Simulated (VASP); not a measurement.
Write the native input for VASP 6.6.1 that does the following.

```yaml
Task: single point
Functional: PBE
Dispersion: D3(BJ)
Potentials_or_basis: VASP PAW PBE potentials, release 64 (C, O)
Cutoff: 520 eV
k_mesh: 6 × 6 × 1
Occupations: gaussian, width 0.1 eV
Spin: no spin polarisation
Dipole_correction: yes
Further_INCAR_settings: ALGO = Normal; EDIFF = 1e-06; NBANDS = 32
```

The structure of C9O lies in POSCAR:

```
C9O
1.0
    4.9313048819      0.0000000000      0.0000000000
   -2.4656524409      4.2706353015      0.0000000000
    0.0000000000      0.0000000000     16.6500331942
C O
9 1
Direct
    0.3333333333      0.1666666667      0.2402407581
    0.3333333333      0.6666666667      0.2402407581
    0.8333333333      0.1666666667      0.2402407581
    0.8333333333      0.6666666667      0.2402407581
    0.1666666667      0.3333333333      0.2402407581
    0.1666666667      0.8333333333      0.2402407581
    0.6666666667      0.3333333333      0.2402407581
    0.6666666667      0.8333333333      0.2402407581
    0.5000000000      0.5000000000      0.4320448417
    0.5000000000      0.5000000000      0.5002866477
```

These files were run (other wordings do the same):

INCAR

```
SYSTEM = C9O
  PREC = Accurate
  ENCUT = 520
  EDIFF = 1E-6
  ISMEAR = 0
  SIGMA = 0.1
  LREAL = .False.
  LASPH = .True.
  NELM = 60
  ALGO = Normal
  ISIF = 2
  LWAVE = .False.
  LCHARG = .False.
  LDIPOL = .True.
  IDIPOL = 3
  DIPOL = 0.5 0.5 0.285
  GGA = PE
  IVDW = 12
  NBANDS = 32
```

KPOINTS

```
regular mesh
0
Gamma
  6 6 1
  0 0 0
```

Potentials or basis: VASP PAW PBE potentials, release 64 (C, O).

Run with:

```bash
$ cat potpaw_PBE.64/C/POTCAR potpaw_PBE.64/O/POTCAR > POTCAR
$ mpirun -np 1 vasp_std > vasp.out
```

It gave:

| Item | Value |
| --- | --- |
| Largest force | 0.877 eV/Å |
| Band gap on the k mesh | zero (filled and empty bands touch) |
| Dispersion energy per atom | -0.085 eV |

Run time: 87 s on 1 thread of Intel(R) Xeon(R) 6975P-C (Granite Rapids) (shared host), peak memory 0.49 GiB.
